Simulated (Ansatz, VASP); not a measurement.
# MoH3 in VASP and in Ansatz

File INCAR:

```
SYSTEM = MoH3
PREC = Accurate ; ENCUT = 520
EDIFF = 1E-7 ; ISMEAR = 0
SIGMA = 0.1 ; LREAL = .False.
LASPH = .True. ; NELM = 150
ALGO = Normal ; ISIF = 2
LWAVE = .False. ; LCHARG = .False.
ISPIN = 2 ; MAGMOM = 0 0 0 0 0 0 1 1
LORBIT = 11 ; LMAXMIX = 4
GGA = PE ; NBANDS = 31
```

Contents of KPOINTS:

```
regular mesh
0
Gamma
  6 6 6
  0 0 0
```

POSCAR

```
MoH3
1.0
    4.7194855777      0.0000000000      0.0000000000
   -2.3597427889      4.0871944031      0.0000000000
    0.0000000000      0.0000000000      2.8379360019
H Mo
6 2
Direct
    0.2844489877      0.0000000000      0.0000000000
    0.0000000000      0.2844489877      0.0000000000
    0.7155510123      0.7155510123      0.0000000000
    0.7155510123      0.0000000000      0.5000000000
    0.0000000000      0.7155510123      0.5000000000
    0.2844489877      0.2844489877      0.5000000000
    0.3333333333      0.6666666667      0.2500000000
    0.6666666667      0.3333333333      0.7500000000
```

Input for Ansatz:

```yaml
crystal:
  lattice:
    - [4.7194855777, 0.0, 0.0]
    - [-2.3597427889, 4.0871944031, 0.0]
    - [0.0, 0.0, 2.8379360019]
  atoms:
    - { symbol: H, position: [0.2844489877, 0.0, 0.0] }
    - { symbol: H, position: [0.0, 0.2844489877, 0.0] }
    - { symbol: H, position: [0.7155510123, 0.7155510123, 0.0] }
    - { symbol: H, position: [0.7155510123, 0.0, 0.5] }
    - { symbol: H, position: [0.0, 0.7155510123, 0.5] }
    - { symbol: H, position: [0.2844489877, 0.2844489877, 0.5] }
    - { symbol: Mo, position: [0.3333333333, 0.6666666667, 0.25], spin: 1.0 }
    - { symbol: Mo, position: [0.6666666667, 0.3333333333, 0.75], spin: 1.0 }
basis:
  ecutwfc: 420
kpoints:
  mp_grid: { grid: [6, 6, 6] }
hamiltonian:
  xc: pbe
scf:
  occupations: { method: gaussian, width: 0.1 }
  lower_state_search: "off"
output:
  forces: true
  stress: true
  eigenvalues: true
  populations: true
magnetization:
  spin_polarized: true
```

Alike in both runs: task single point; functional PBE; k mesh 6 × 6 × 6; occupations gaussian, width 0.1 eV; collinear spin.

|  | VASP | Ansatz |
| --- | --- | --- |
| version | VASP 6.6.1 | Ansatz 0.2.0 |
| potentials or method | VASP PAW PBE potentials, release 64 (H, Mo_sv), cutoff 520 eV | scalar-relativistic, plane waves, PAW |
| valence electrons in the cell | 34 | 34 |

|  | VASP | Ansatz | Ansatz less VASP |
| --- | --- | --- | --- |
| gap on the k mesh at the Fermi level (eV) | none | none | - |
| pressure (GPa) | 0.0 | 0.0 | -0.05 |
| traceless stress, the component that is largest in VASP (GPa) | -0.65 | -0.63 | +0.016 |
| rms of the force components (eV/Å) | 0.005 | 0.008 | +0.0027 |
| net moment per atom (μB) | 0.00 | 0.00 | 0.000 |

Atom by atom the forces differ by 0.003 eV/Å (rms over components). A gap of «none» marks a metal or a gap that the smearing closes. Ansatz's warnings: seeded moment not kept.

The k mesh is coarse, so the values compare programs but aren't converged.
